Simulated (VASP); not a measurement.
The system is Be.

```
Be
1.0
     2.04795    0.00000    0.00000
     0.00000    2.81100    0.00000
    -0.08261    0.00000    2.85120
Be
2
Direct
  0.45665 0.75000 0.76354
  0.54335 0.25000 0.23646
```

| Property | Result |
| --- | --- |
| Program | VASP 6.6.1 |
| Task | relaxation of cell and atoms |
| Functional | PBE |
| Potentials or basis | VASP PAW PBE potentials, release 64 (Be) |
| Cutoff | 600 eV |
| k mesh | 8 × 6 × 6 |
| Occupations | gaussian, width 0.1 eV |
| Spin | no spin polarisation |

At the start: pressure 22.1 GPa; volume 8.21 Å³/atom.

Task: How do energy, volume and symmetry change on relaxing?

Result: Over 25 steps the energy falls by 990.7 meV/atom and the volume is 7.91 Å³/atom (-3.7 %); space group P2_1/m (No. 11, to 0.1 Å) before, I4/mmm (No. 139, to 0.1 Å).

The path:
```csv
step,energy change (eV),largest force (eV/Å),pressure (GPa),volume (Å³)
1,0.0000,1.7057,22.11,16.41
2,-0.4608,1.6612,1.33,19.25
3,-0.5815,1.5088,-8.73,21.71
4,-0.9868,1.3604,-12.88,21.55
5,-0.9641,2.0547,-10.62,21.02
6,-1.3122,0.2369,-15.68,21.32
7,-1.6187,0.9173,-9.57,18.76
8,-1.6528,1.2970,-6.10,17.95
9,-1.8473,0.7513,-4.37,16.89
10,-1.9124,0.1414,2.69,15.67
11,-1.9170,0.2520,0.78,15.90
12,-1.9667,0.0646,1.60,15.64
13,-1.9694,0.1865,1.87,15.56
14,-1.9760,0.0706,-0.03,15.77
15,-1.9773,0.0429,-1.67,15.98
16,-1.9775,0.0066,-1.16,15.91
17,-1.9790,0.0315,-0.35,15.81
18,-1.9791,0.0341,-0.26,15.80
19,-1.9797,0.0097,0.13,15.75
20,-1.9801,0.0406,0.95,15.65
21,-1.9804,0.0455,0.91,15.65
22,-1.9808,0.0586,0.78,15.67
23,-1.9808,0.0625,0.74,15.67
24,-1.9811,0.0448,0.45,15.71
25,-1.9814,0.0071,-0.39,15.81
```

Final structure:
```
Be
1.0
     2.41281    0.00000    0.04419
     0.00000    2.34274    0.00000
    -0.04231    0.00000    2.79674
Be
2
Direct
  0.24990 0.75000 0.74983
  0.75010 0.25000 0.25017
```

Caveat: the k points lie up to 0.45 Å⁻¹ apart in the final cell, too coarse for converged energies and pressures of a metal; a cell axis changed by over 15 % at a fixed basis, so the end point is rough.
